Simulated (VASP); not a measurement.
Wanted: the native input for a VASP 6.6.1 run.

- Task: electric field gradients
- Functional: PBE
- Potentials or basis: VASP PAW PBE potentials, release 64 (In_d, Sb)
- Cutoff: 400 eV
- k mesh: 10 × 10 × 10
- Occupations: fermi-dirac, width 0.03 eV
- Spin: no spin polarisation
- Dipole correction: no
- Further INCAR settings: ALGO = Normal; EDIFF = 1e-08; NBANDS = 16

The structure of InSb lies in POSCAR:

```
InSb
1.0
    0.0000000000      3.2391000000      3.1419270000
    3.2391000000      0.0000000000      3.1419270000
    3.2391000000      3.2391000000      0.0000000000
In Sb
1 1
Direct
    0.0000000000      0.0000000000      0.0000000000
    0.7500000000      0.7500000000      0.7500000000
```

This cell differs from its parent crystal: zz strain of -3 %.

One way to write it, as run:

INCAR

```
SYSTEM = InSb
PREC = Accurate
ENCUT = 400
EDIFF = 1E-8
ISMEAR = -1
SIGMA = 0.03
LREAL = .False.
LASPH = .True.
NELM = 120
ALGO = Normal
ISIF = 2
LWAVE = .False.
LCHARG = .False.
GGA = PE
LEFG = .True.
NBANDS = 16
GGA_COMPAT = .False.
```

KPOINTS

```
Automatic mesh
0
Gamma
  10 10 10
  0 0 0
```

Potentials or basis: VASP PAW PBE potentials, release 64 (In_d, Sb).

Command:

```console
$ cat potpaw_PBE.64/In_d/POTCAR potpaw_PBE.64/Sb/POTCAR > POTCAR
$ mpirun -np 1 vasp_std > vasp.out
```

It gave:

- Pressure: 4.8 GPa
- Band gap on the k mesh: 0.11 eV, direct

Caveat: the cell differs from its parent crystal (zz strain of -3 %); without QUAD_EFG the Cq values of the log hold for a quadrupole moment of 1 mb, not for the nuclei; spin-orbit coupling is left out, which moves the levels of the heavy elements.

It took 110 s on 1 thread of Intel Xeon 8259CL (shared host), peak memory 0.22 GiB.
